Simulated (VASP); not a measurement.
Input of a VASP 6.6.1 run:

The input INCAR:

```
SYSTEM = ZnS
PREC = Accurate
ENCUT = 520
EDIFF = 1E-7
ISMEAR = 0
SIGMA = 0.01
LREAL = .FALSE.
LASPH = .TRUE.
NELM = 60
ALGO = Normal
ISIF = 2
LWAVE = .FALSE.
LCHARG = .TRUE.
GGA = PE
LELF = .TRUE.
LVHAR = .TRUE.
NBANDS = 16
```

KPOINTS

```
Automatic mesh
0
G
  10 10 10
  0 0 0
```

Contents of POSCAR:

```
ZnS
1.0
    0.0000000000      2.5288157982      2.5288157982
    2.5288157982      0.0000000000      2.5288157982
    2.5288157982      2.5288157982      0.0000000000
Zn S
1 1
Direct
    0.0000000000      0.0000000000      0.0000000000
    0.7500000000      0.7500000000      0.7500000000
```

Potentials or basis: VASP PAW PBE potentials, release 64 (Zn, S).

Command:

```sh
$ cat potpaw_PBE.64/Zn/POTCAR potpaw_PBE.64/S/POTCAR > POTCAR
$ mpirun -np 1 vasp_std > vasp.out
```

(1) Predict the pressure.

(2) Estimate the band gap on the k mesh.

Results:

(1) 25.3 GPa.

(2) 2.88 eV (least direct gap 3.03 eV).

Caveat: the cell stands under pressure.
